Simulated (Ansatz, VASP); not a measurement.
# Two plane-wave programs on ZnS

File INCAR:

```
PREC = Accurate
ENCUT = 520
EDIFF = 1E-7
ISMEAR = 0
SIGMA = 0.05
LREAL = F
LASPH = T
NELM = 60
ALGO = Normal
ISIF = 2
LWAVE = F
LCHARG = T
GGA = PE
LELF = T
LVHAR = T
NBANDS = 46
```

KPOINTS

```
Automatic mesh
0
Gamma
  6 6 6
```

The input POSCAR:

```
ZnS
1.0
    5.4431279680      0.0000000000      0.0000000000
    0.0000000000     -5.4431279680      0.0000000000
    0.0000000000      0.0000000000     -5.4431279680
Zn S
4 4
Direct
   -0.0194862252     -0.0194862252      0.0000000000
    0.5000000000      0.5000000000      0.0000000000
    0.5000000000      0.0000000000      0.5000000000
    0.0000000000      0.5000000000      0.5000000000
    0.7500000000      0.7500000000      0.7500000000
    0.2500000000      0.2500000000      0.7500000000
    0.2500000000      0.7500000000      0.2500000000
    0.7500000000      0.2500000000      0.2500000000
```

Input for Ansatz:

```yaml
crystal:
  lattice:
    - [5.443127968, 0.0, 0.0]
    - [0.0, -5.443127968, 0.0]
    - [0.0, 0.0, -5.443127968]
  atoms:
    - { symbol: Zn, position: [-0.0194862252, -0.0194862252, 0.0] }
    - { symbol: Zn, position: [0.5, 0.5, 0.0] }
    - { symbol: Zn, position: [0.5, 0.0, 0.5] }
    - { symbol: Zn, position: [0.0, 0.5, 0.5] }
    - { symbol: S, position: [0.75, 0.75, 0.75] }
    - { symbol: S, position: [0.25, 0.25, 0.75] }
    - { symbol: S, position: [0.25, 0.75, 0.25] }
    - { symbol: S, position: [0.75, 0.25, 0.25] }
basis:
  ecutwfc: 420
kpoints:
  mp_grid: { grid: [6, 6, 6] }
hamiltonian:
  xc: pbe
scf:
  occupations: { method: gaussian, width: 0.05 }
output:
  forces: true
  stress: true
  eigenvalues: true
```

Alike in both runs: task single point; functional PBE; k mesh 6 × 6 × 6; occupations gaussian, width 0.05 eV; no spin polarisation.

```csv
,VASP,Ansatz
version,VASP 6.6.1,Ansatz 0.2.0
potentials or method,"VASP PAW PBE potentials, release 64 (Zn, S), cutoff 520 eV","scalar-relativistic, plane waves, PAW"
valence electrons in the cell,72,72
```

```tsv
	VASP	Ansatz	Ansatz less VASP
gap on the k mesh at the Fermi level (eV)	1.98	1.98	-0.004
least direct gap on the mesh (eV)	1.98	1.98	-0.004
pressure (GPa)	0.4	0.2	-0.15
traceless stress, the component that is largest in VASP (GPa)	-0.55	-0.54	+0.008
rms of the force components (eV/Å)	0.262	0.260	-0.0022
```

Atom by atom the forces differ by 0.002 eV/Å (rms over components).
